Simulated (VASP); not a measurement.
# Si2Ni (fluorite type): single point with LDA

Si2Ni (fluorite type):

```
Ni Si
1.0
     0.00000    2.56354    2.56354
     2.56354    0.00000    2.56354
     2.56354    2.56354    0.00000
Ni Si
1 2
Direct
  0.00000 0.00000 0.00000
  0.25000 0.25000 0.25000
  0.75000 0.75000 0.75000
```

This cell differs from its parent crystal: volume scaled by 0.88, core large.

```
Program                : VASP 6.6.1
Task                   : single point
Functional             : LDA
Potentials or basis    : VASP PAW LDA potentials, release 64 (Ni, Si)
Cutoff                 : 520 eV
k mesh                 : 11 × 11 × 11
Occupations            : fermi-dirac, width 0.05 eV
Spin                   : no spin polarisation
Dipole correction      : no
Further INCAR settings : ALGO = Normal; EDIFF = 1e-07; NBANDS = 16
```

```
Pressure               : 29.0 GPa
Band gap on the k mesh : zero (band 9 reaches 14.83 eV, above the bottom of band 10 at 12.70 eV)
```

Levels at points of the mesh, in eV from the Fermi level:
```
           k point  band 6  band 7  band 8  band 9  band 10  band 11  band 12  band 13
(0.00, 0.00, 0.00)   -4.70    0.80    1.76    1.76     1.76     1.79     1.79     1.79
```

Run time: 62 s on 1 thread of AMD EPYC 7R13 Processor (Zen 3) (shared host), peak memory 0.12 GiB.

 Spin polarisation is off, so any magnetic state and its effect on volume and gap are missing.
